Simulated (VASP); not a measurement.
# Ca (R-3m) in VASP: a series of runs, part 2 of 2

VASP 6.6.1. The steps go on from the part before.

## (3) Single point, PBE

INCAR reads:

```
SYSTEM = Ca
ALGO = Normal
EDIFF = 1E-7
ENCUT = 520
GGA = PE
ISIF = 2
ISMEAR = -1
LASPH = .True.
LCHARG = .False.
LREAL = .False.
LWAVE = .False.
NBANDS = 17
NELM = 80
PREC = Accurate
SIGMA = 0.05
```

KPOINTS reads:

```
k-points
0
Gamma
  12 12 12
  0 0 0
```

POSCAR reads:

```
Ca
1.0
    1.8339771499     -1.0588472012      3.4218118381
    0.0000000000      2.1176944024      3.4218118381
   -1.8339771499     -1.0588472012      3.4218118381
Ca
2
Direct
    0.2500000000      0.2500000000      0.2500000000
   -0.2500000000     -0.2500000000     -0.2500000000
```

Potentials or basis: VASP PAW PBE potentials, release 64 (Ca_sv).

The run is started by

```sh
$ cat potpaw_PBE.64/Ca_sv/POTCAR > POTCAR
$ mpirun -np 1 vasp_std > vasp.out
```

OUTCAR:

```text
SYSTEM = Ca
   EDIFF = 1E-7
   ENCUT = 520
   GGA = PE
   ISIF = 2
   ISMEAR = -1
   LASPH = .True.
   LREAL = .False.
   NELM = 80
   PREC = Accurate

 ion  position               nearest neighbor table
   1  0.250  0.250  0.250-   2 2.72   2 2.72   2 2.72   2 2.72   2 2.72   2 2.72
   2  0.750  0.750  0.750-   1 2.72   1 2.72   1 2.72   1 2.72   1 2.72   1 2.72

  LATTYP: Found a trigonal (rhomboedric) cell.
 ALAT       =     4.0241055947
 COS(alpha) =     0.5845879408

  Lattice vectors:

 A1 = (   1.8339771499,  -1.0588472012,   3.4218118381)
 A2 = (   0.0000000000,   2.1176944024,   3.4218118381)
 A3 = (  -1.8339771499,  -1.0588472012,   3.4218118381)

Analysis of symmetry for initial positions (statically):
=====================================================================
 Subroutine PRICEL returns following result:

  LATTYP: Found a trigonal (rhomboedric) cell.
 ALAT       =     2.7224673819
 COS(alpha) =     0.0924042238

  Lattice vectors:

 A1 = (   1.8339771499,   1.0588472012,   1.7109059191)
 A2 = (  -1.8339771499,   1.0588472012,   1.7109059190)
 A3 = (   0.0000000000,  -2.1176944024,   1.7109059191)

   2 primitive cells build up your supercell.

 Routine SETGRP: Setting up the symmetry group for a
 trigonal (rhombohedral) supercell.

 Subroutine GETGRP returns: Found 12 space group operations
 (whereof 12 operations were pure point group operations)
 out of a pool of 12 trial point group operations.

The static configuration has the point symmetry D_3d.

Analysis of symmetry for dynamics (positions and initial velocities):
=====================================================================
 Subroutine PRICEL returns following result:

  LATTYP: Found a trigonal (rhomboedric) cell.
 ALAT       =     2.7224673819
 COS(alpha) =     0.0924042238

  Lattice vectors:

[... 126 lines left out ...]
   ISMEAR =    -1;   SIGMA  =   0.05  broadening in eV -4-tet -1-fermi 0-gaus
   EFERMI_NEDOS =   21; number of points for ismear=-14 and -15
   IALGO  =     38    algorithm
   IMIX   =      4    mixing-type and parameters
     AMIX     =   0.40;   BMIX     =  1.00
     AMIX_MAG =   1.60;   BMIX_MAG =  1.00
  volume/ion in A,a.u.               =      19.93       134.52
  Fermi-wavevector in a.u.,A,eV,Ry     =   1.300788  2.458134 23.021742  1.692050
  Thomas-Fermi vector in A             =   2.431964
   LORBIT       =      0    0 simple, 1 ext, 2 COOP (PROOUT), +10 PAW based schemes
   GGA     = PE    functional components
   LHFCALC =     F    Hartree Fock is set to
   AEXX    =    0.0000 exact exchange contribution
   IVDW    =     0    specifies the selected vdW correction
   LEPSILON=     F    determine dielectric tensor
   LRPA    =     F    only Hartree local field effects (RPA)
 non-spin polarized calculation
  energy-cutoff  :      520.00
  volume of cell :       39.87
 maximum number of plane-waves:      1099
 NGX is ok and might be reduce to    30
   NGX = 15   NGY = 15   NGZ = 15

 number of electron      20.0000000 magnetization

 Free energy of the ion-electron system (eV)
  ---------------------------------------------------
  ext. energy  EPLUGINS =         0.00000000
  ---------------------------------------------------
  free energy    TOTEN  =        -0.52823510 eV

  energy without entropy =       -0.52414170  energy(sigma->0) =       -0.52618840

 E-fermi :   5.7283     XC(G=0): -10.4821

 val. band max:        5.7234440557   @ k =  -0.3333   0.5000   0.1667
 cond. band min:       5.7460973810   @ k =  -0.3333  -0.4167   0.2500
 fundamental gap:      0.0226533253
 Fermi energy:         5.7282596951

 k-point     1 :       0.0000    0.0000    0.0000
  band No.  band energies     occupation
      1     -35.6443      2.00000
      2     -34.7727      2.00000
      3     -17.1636      2.00000
      4     -16.7349      2.00000
      5     -16.7349      2.00000
      6     -15.6860      2.00000
[... 457 lines left out ...]
      4     -16.7127      2.00000
      5     -16.6644      2.00000
      6     -16.1669      2.00000
[... 9 lines left out ...]
     16       9.9876      0.00000
     17      11.0587      0.00000

 [... further k-points ...]

------------------------ aborting loop because EDIFF is reached ----------------------------------------

  FORCE on cell =-STRESS in cart. coord.  units (eV):
  Direction    XX          YY          ZZ          XY          YZ          ZX
  --------------------------------------------------------------------------------------
  -------------------------------------------------------------------------------------
  Total        8.0585021      8.0585021      8.0786390      0.0000000     -0.0000000     -0.0000000
  in kB      323.8398709    323.8398709    324.6490954      0.0000000     -0.0000000     -0.0000000
  external PRESSURE =     324.1096124 kB  Pullay stress =       0.0000000 kB

 VOLUME and BASIS-vectors are now :
 -----------------------------------------------------------------------------
  energy-cutoff  :      520.00
  volume of cell :       39.87
      direct lattice vectors                 reciprocal lattice vectors
     1.833977150 -1.058847201  3.421811838     0.272631532 -0.157403888  0.097414279
     0.000000000  2.117694402  3.421811838     0.000000000  0.314807777  0.097414279
    -1.833977150 -1.058847201  3.421811838    -0.272631532 -0.157403888  0.097414279

 POSITION                                       TOTAL-FORCE (eV/Angst)
 -----------------------------------------------------------------------------------
      0.00000      0.00000      2.56636        -0.000000     -0.000000      0.000000
      0.00000      0.00000      7.69908         0.000000      0.000000     -0.000000
 -----------------------------------------------------------------------------------
    total drift:                                0.000000     -0.000000      0.000000

  FREE ENERGIE OF THE ION-ELECTRON SYSTEM (eV)
  ---------------------------------------------------
  free  energy   TOTEN  =        -0.5282350970 eV

  energy  without entropy=       -0.5241416973  energy(sigma->0) =       -0.52618840
```

OSZICAR:

```text
N       E                     dE             d eps       ncg     rms          rms(c)
DAV:   1     0.187494961833E+03    0.18749E+03   -0.10744E+04  6426   0.120E+03
DAV:   2     0.854838602790E+01   -0.17895E+03   -0.17617E+03  6926   0.349E+02
DAV:   3    -0.539149369894E+00   -0.90875E+01   -0.90092E+01 12322   0.622E+01
DAV:   4    -0.668903810109E+00   -0.12975E+00   -0.12961E+00  7326   0.811E+00
DAV:   5    -0.671566223469E+00   -0.26624E-02   -0.26615E-02 10238   0.804E-01    0.360E+00
DAV:   6    -0.570946526086E+00    0.10062E+00   -0.34749E-02  9313   0.120E+00    0.195E+00
DAV:   7    -0.526974139399E+00    0.43972E-01   -0.69084E-02  9890   0.152E+00    0.219E-01
DAV:   8    -0.528304037186E+00   -0.13299E-02   -0.35212E-03  8472   0.599E-01    0.135E-01
DAV:   9    -0.528238833204E+00    0.65204E-04   -0.32120E-04 10237   0.133E-01    0.447E-03
DAV:  10    -0.528235861834E+00    0.29714E-05   -0.10374E-05  9304   0.262E-02    0.214E-03
DAV:  11    -0.528234878304E+00    0.98353E-06   -0.81455E-07  8620   0.712E-03    0.193E-03
DAV:  12    -0.528235023863E+00   -0.14556E-06   -0.12810E-07  5969   0.267E-03    0.201E-04
DAV:  13    -0.528235096972E+00   -0.73110E-07   -0.21018E-08  4104   0.109E-03
   1 F= -.52823510E+00 E0= -.52618840E+00  d E =-.409340E-02
```

stdout:

```text
POSCAR found type information on POSCAR Ca
 POSCAR found :  1 types and       2 ions
 scaLAPACK will be used
 LDA part: xc-table for (Slater+PW92), standard interpolation
 POSCAR, INCAR and KPOINTS ok, starting setup
 FFT: planning ... GRIDC
 FFT: planning ... GRID_SOFT
 FFT: planning ... GRID
 WAVECAR not read
 entering main loop
```

Wall time 2.1 min (1 thread of Intel Xeon 6975P-C, shared host); peak memory 0.25 GiB.

What came out:

```yaml
Free_energy: -0.5282 eV
Pressure: 32.4 GPa
Band_gap_on_the_k_mesh: zero (band 10 reaches 5.88 eV, above the bottom of band 11 at 5.46 eV)
```

Levels at points of the mesh, in eV from the Fermi level:
| k point | band 7 | band 8 | band 9 | band 10 | band 11 | band 12 | band 13 | band 14 |
| --- | --- | --- | --- | --- | --- | --- | --- | --- |
| (0.00, 0.00, 0.00) | -21.41 | -21.32 | -4.34 | -1.00 | 0.28 | 0.28 | 0.42 | 0.42 |
| (0.50, 0.00, 0.00) | -22.03 | -22.03 | -0.93 | -0.93 | 2.01 | 2.01 | 2.94 | 2.94 |
| (0.50, 0.50, 0.00) | -21.19 | -21.07 | -2.26 | -0.33 | 1.06 | 1.31 | 1.71 | 4.50 |
| (0.50, 0.50, 0.50) | -21.99 | -21.99 | -1.38 | -1.38 | 2.64 | 2.64 | 2.64 | 2.64 |
